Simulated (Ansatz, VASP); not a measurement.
**MnIn: VASP beside Ansatz**

Contents of INCAR:

```
SYSTEM = MnIn
ALGO     = Normal         ! electronic algorithm
EDIFF    = 1E-6           ! SCF threshold, eV
ENCUT    = 520            ! plane-wave cutoff, eV
GGA      = PE             ! functional
ISIF     = 2              ! what is computed and relaxed
ISMEAR   = 0              ! smearing method
ISPIN    = 2              ! spin polarisation
LASPH    = .True.         ! aspherical terms in the spheres
LCHARG   = .True.         ! write CHGCAR
LELF     = .True.         ! ELF
LMAXMIX  = 4              ! l up to which the mixer works
LORBIT   = 11             ! projections on sites
LREAL    = .False.        ! projectors in reciprocal space
LVHAR    = .True.       
LWAVE    = .False.        ! write WAVECAR
MAGMOM   = 4 0            ! initial moments
NBANDS   = 24             ! bands
NELM     = 150            ! most SCF steps
PREC     = Accurate       ! precision mode
SIGMA    = 0.1            ! smearing width, eV
```

Contents of KPOINTS:

```
k-points
0
Gamma
  6 6 6
  0 0 0
```

Contents of POSCAR:

```
MnIn
1.0
    0.0000000000      2.6566170600      2.6566170600
    2.6566170600      0.0000000000      2.6566170600
    2.6566170600      2.6566170600      0.0000000000
Mn In
1 1
Direct
    0.0000000000      0.0000000000      0.0000000000
    0.5000000000      0.5000000000      0.5000000000
```

Input for Ansatz:

```yaml
crystal:
  lattice:
    - [0.0, 2.65661706, 2.65661706]
    - [2.65661706, 0.0, 2.65661706]
    - [2.65661706, 2.65661706, 0.0]
  atoms:
    - { symbol: Mn, position: [0.0, 0.0, 0.0], spin: 4.0 }
    - { symbol: In, position: [0.5, 0.5, 0.5] }
basis:
  ecutwfc: 420
kpoints:
  mp_grid: { grid: [6, 6, 6] }
hamiltonian:
  xc: pbe
scf:
  occupations: { method: gaussian, width: 0.1 }
  lower_state_search: "off"
output:
  forces: true
  stress: true
  eigenvalues: true
  populations: true
magnetization:
  spin_polarized: true
```

Change from the starting cell: species swapped into the YbSe type (Fm-3m, No. 225).

Alike in both runs: task single point; functional PBE; k mesh 6 × 6 × 6; occupations gaussian, width 0.1 eV; collinear spin.

```csv
,VASP,Ansatz
version,VASP 6.6.1,Ansatz 0.2.0
potentials or method,"VASP PAW PBE potentials, release 64 (Mn_pv, In_d), cutoff 520 eV","scalar-relativistic, plane waves, PAW"
valence electrons in the cell,26,28
```

```csv
,VASP,Ansatz,Ansatz less VASP
gap on the k mesh at the Fermi level (eV),none,none,-
pressure (GPa),6.2,6.2,-0.03
net moment per atom (μB),1.47,1.48,+0.001
size of the moment on the site where the two differ most (μB),0.15,0.09,-0.067
```

Site moments also hang on the region over which each program counts them. A gap of «none» marks a metal or a gap that the smearing closes. With one functional, cell and mesh, what is left measures potentials, basis and numerics. VASP's potentials hold 26 valence electrons a cell and Ansatz's 28, so a difference there can come from the potentials and not from the codes.
